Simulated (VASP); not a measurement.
Fe: single point with PBE

Crystal: Fe.

```
Fe
1.0
    -1.42521    1.42521    1.32260
     1.42521   -1.42521    1.32260
     1.42521    1.42521   -1.32260
Fe
1
Direct
  0.00000 0.00000 0.00000
```

This cell differs from its parent crystal: volume 10.746 Å^3 an atom, c/a of the conventional cell 0.9280.

| Quantity | Value |
| --- | --- |
| Program | VASP 6.6.1 |
| Task | single point |
| Functional | PBE |
| Potentials or basis | VASP PAW PBE potentials, release 64 (Fe) |
| Cutoff | 520 eV |
| k mesh | 12 × 12 × 12 |
| Occupations | gaussian, width 0.15 eV |
| Spin | collinear spin, ferromagnetic start |
| Starting moments | [2.44] μB |
| Dipole correction | no |
| Further INCAR settings | ALGO = Normal; EDIFF = 1e-06; NBANDS = 14 |

The pressure is 12.1 GPa and the net moment is 2.10 μB per cell. The site moments are Fe +2.08 μB and the valence electrons inside the program's atomic spheres are Fe 7.39.

Stress tensor (GPa, compression positive):
```
 7.75  0.00  0.00
 0.00  7.75  0.00
 0.00  0.00 20.81
```

Levels at points of the mesh, in eV from the Fermi level:
Spin up:
```tsv
k point	band 3	band 4	band 5	band 6	band 7	band 8
(0.00, 0.00, 0.00)	-2.26	-2.26	-1.38	-0.93	24.84	24.84
(0.50, 0.00, 0.00)	-1.13	-0.57	0.50	0.70	8.14	18.29
(0.50, 0.50, 0.00)	-1.36	-1.09	0.02	0.42	7.31	19.94
(0.50, 0.50, 0.50)	0.14	0.14	0.31	9.31	9.31	12.39
```
Spin down:
| k point | band 1 | band 2 | band 3 | band 4 | band 5 | band 6 | band 7 | band 8 |
| --- | --- | --- | --- | --- | --- | --- | --- | --- |
| (0.00, 0.00, 0.00) | -8.62 | -1.03 | -0.40 | -0.40 | 1.17 | 1.85 | 24.66 | 24.66 |
| (0.50, 0.00, 0.00) | -4.02 | -2.23 | 0.86 | 1.47 | 2.05 | 2.57 | 9.46 | 18.42 |
| (0.50, 0.50, 0.00) | -4.06 | -1.52 | 0.15 | 0.95 | 1.69 | 2.56 | 8.64 | 19.94 |
| (0.50, 0.50, 0.50) | -3.55 | -3.38 | 2.25 | 2.25 | 2.29 | 9.59 | 9.59 | 12.69 |

It took 17 s on 1 thread of Intel(R) Xeon(R) 6975P-C (Granite Rapids), with other jobs on the host, peak memory 0.15 GiB.
